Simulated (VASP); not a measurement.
A run of VASP 6.6.1:

File INCAR:

```
SYSTEM = BaTiO3
  PREC = Accurate
  ENCUT = 1340
  EDIFF = 1E-6
  ISMEAR = -1
  SIGMA = 0.05
  LREAL = .FALSE.
  LASPH = .TRUE.
  NELM = 120
  ALGO = Normal
  ISIF = 2
  LWAVE = .FALSE.
  LCHARG = .FALSE.
  GGA = PE
  NBANDS = 28
  GGA_COMPAT = .FALSE.
```

Contents of KPOINTS:

```
regular mesh
0
G
  7 7 7
  0 0 0
```

File POSCAR:

```
BaTiO3
1.0
    4.0845689666      0.0000000000      0.0000000000
    0.0000000000      4.0845689666      0.0000000000
    0.0000000000      0.0000000000      4.0845689666
Ba Ti O
1 1 3
Direct
    0.5000000000      0.5000000000      0.5000000000
    0.0000000000      0.0000000000      0.0000000000
    0.0000000000      0.0000000000      0.5000000000
    0.0000000000      0.5000000000      0.0000000000
    0.5000000000      0.0000000000      0.0000000000
```

Potentials or basis: VASP PAW PBE potentials, release 64 (Ba_sv, Ti_sv, O_h).

Command:

```console
$ cat potpaw_PBE.64/Ba_sv/POTCAR potpaw_PBE.64/Ti_sv/POTCAR potpaw_PBE.64/O_h/POTCAR > POTCAR
$ mpirun -np 1 vasp_std > vasp.out
```

Hardware: 1 thread of Intel(R) Xeon(R) Platinum 8375C CPU @ 2.90GHz (Ice Lake), with other jobs on the host.

How long does it take, and how much memory?

It took 4.1 min on 1 thread of Intel(R) Xeon(R) Platinum 8375C CPU @ 2.90GHz (Ice Lake) (shared host), peak memory 0.44 GiB. Counts: scf iterations 17, k points 20.
